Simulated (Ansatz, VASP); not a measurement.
Cd3O: VASP beside Ansatz

```xyz
8
Lattice="5.2771 0.0000 0.0000 -2.6386 4.5701 0.0000 0.0000 0.0000 6.3201" Properties=species:S:1:pos:R:3 pbc="T T T"
Cd    1.8324    0.0000    1.5800
Cd   -0.9162    1.5869    1.5800
Cd    1.7224    2.9832    1.5800
Cd    3.4447    0.0000    4.7400
Cd   -1.7224    2.9832    4.7400
Cd    0.9162    1.5869    4.7400
O     0.0000    0.0000    0.0000
O     0.0000    0.0000    3.1600
```

Alike in both runs: functional PBE; k mesh 4 × 4 × 3; occupations gaussian, width 0.2 eV; no spin polarisation.

Ansatz relaxed the structure, and its values are those at the end. VASP's run is a single point on that final structure, the one shown.

|  | VASP | Ansatz |
| --- | --- | --- |
| version | VASP 6.6.1 | Ansatz 0.2.0 |
| potentials or method | VASP PAW PBE potentials, release 64 (Cd, O), cutoff 520 eV | scalar-relativistic, plane waves, PAW |
| valence electrons in the cell | 84 | 132 |

```csv
,VASP,Ansatz,Ansatz less VASP
gap on the k mesh at the Fermi level (eV),none,none,-
pressure (GPa),0.6,0.1,-0.53
rms of the force components (eV/Å),0.024,0.003,-0.0211
```

A gap of «none» marks a metal or a gap that the smearing closes. With one functional, cell and mesh, what is left measures potentials, basis and numerics. VASP's potentials hold 84 valence electrons a cell and Ansatz's 132, so a difference there can come from the potentials and not from the codes.
